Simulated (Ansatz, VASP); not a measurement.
**One calculation of F, two programs**

File INCAR:

```
SYSTEM = F
  PREC = Accurate
  ENCUT = 520
  EDIFF = 1E-7
  ISMEAR = 0
  SIGMA = 0.05
  LREAL = .False.
  LASPH = .True.
  NELM = 100
  ALGO = Normal
  ISIF = 2
  LWAVE = .False.
  LCHARG = .True.
  GGA = PE
  IVDW = 12
  LELF = .True.
  LVHAR = .True.
  NBANDS = 22
```

Contents of KPOINTS:

```
regular mesh
0
Gamma
  8 8 4
  0 0 0
```

The input POSCAR:

```
F
1.0
    3.0189456296     -1.8068044096      0.3185981907
    3.0189456296      1.8068044096      0.3185981907
   -0.8509407994      0.0000000000      6.8048728080
F
4
Direct
    0.9138648456      0.5855481450      0.0939279973
    0.4144518550      0.0861351544      0.4060720027
    0.0861351544      0.4144518550      0.9060720027
    0.5855481450      0.9138648456      0.5939279973
```

Input for Ansatz:

```yaml
crystal:
  lattice:
    - [3.0189456296, -1.8068044096, 0.3185981907]
    - [3.0189456296, 1.8068044096, 0.3185981907]
    - [-0.8509407994, 0.0, 6.804872808]
  atoms:
    - { symbol: F, position: [0.9138648456, 0.585548145, 0.0939279973] }
    - { symbol: F, position: [0.414451855, 0.0861351544, 0.4060720027] }
    - { symbol: F, position: [0.0861351544, 0.414451855, 0.9060720027] }
    - { symbol: F, position: [0.585548145, 0.9138648456, 0.5939279973] }
basis:
  ecutwfc: 520.0
kpoints:
  mp_grid: { grid: [8, 8, 4] }
hamiltonian:
  xc: pbe
  dispersion: d3bj
scf:
  occupations: { method: gaussian, width: 0.05 }
output:
  forces: true
  stress: true
  eigenvalues: true
```

Change from the starting cell: volume 18.804 Å^3 an atom, stretch along a over the lengths across it, relative to the relaxed cell 1.0620.

Alike in both runs: task single point; functional PBE; dispersion D3(BJ); k mesh 8 × 8 × 4; occupations gaussian, width 0.05 eV; no spin polarisation.

|  | VASP | Ansatz |
| --- | --- | --- |
| version | VASP 6.6.1 | Ansatz 0.2.0 |
| potentials or method | VASP PAW PBE potentials, release 64 (F), cutoff 520 eV | scalar-relativistic, plane waves, PAW |
| valence electrons in the cell | 28 | 28 |

```tsv
	VASP	Ansatz	Ansatz less VASP
gap on the k mesh at the Fermi level (eV)	2.86	2.93	+0.070
least direct gap on the mesh (eV)	2.86	2.93	+0.070
pressure (GPa)	-0.8	-1.0	-0.25
traceless stress, the component that is largest in VASP (GPa)	-0.13	-1.14	-1.020
rms of the force components (eV/Å)	0.031	0.233	+0.2019
```

Atom by atom the forces differ by 0.202 eV/Å (rms over components). One of these differences is far larger than is usual between the two programs; its cause wasn't traced.
